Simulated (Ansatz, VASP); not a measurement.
## One calculation of Si2C, two programs

```
Si C
1.0
     2.81560    0.00000    0.00000
    -1.40780    2.43838    0.00000
     0.00000    0.00000   12.58650
Si C
4 2
Direct
  0.33333 0.66667 0.66667
  0.33333 0.66667 0.33333
  0.66667 0.33333 0.66667
  0.66667 0.33333 0.33333
  0.33333 0.66667 0.00000
  0.66667 0.33333 0.00000
```

Alike in both runs: task single point; functional PBE; k mesh 6 × 6 × 2; occupations gaussian, width 0.1 eV; no spin polarisation.

|  | VASP | Ansatz |
| --- | --- | --- |
| version | VASP 6.6.1 | Ansatz 0.2.0 |
| potentials or method | VASP PAW PBE potentials, release 64 (Si, C), cutoff 520 eV | scalar-relativistic, plane waves, PAW |
| valence electrons in the cell | 24 | 24 |

```tsv
	VASP	Ansatz	Ansatz less VASP
gap on the k mesh at the Fermi level (eV)	none	none	-
rms of the force components (eV/Å)	0.006	0.010	+0.0041
```

Atom by atom the forces differ by 0.004 eV/Å (rms over components). A gap of «none» marks a metal or a gap that the smearing closes. The functional is the same, so the differences come from potentials, cutoffs and numerics.

The k mesh is coarse, so the values compare programs but aren't converged.
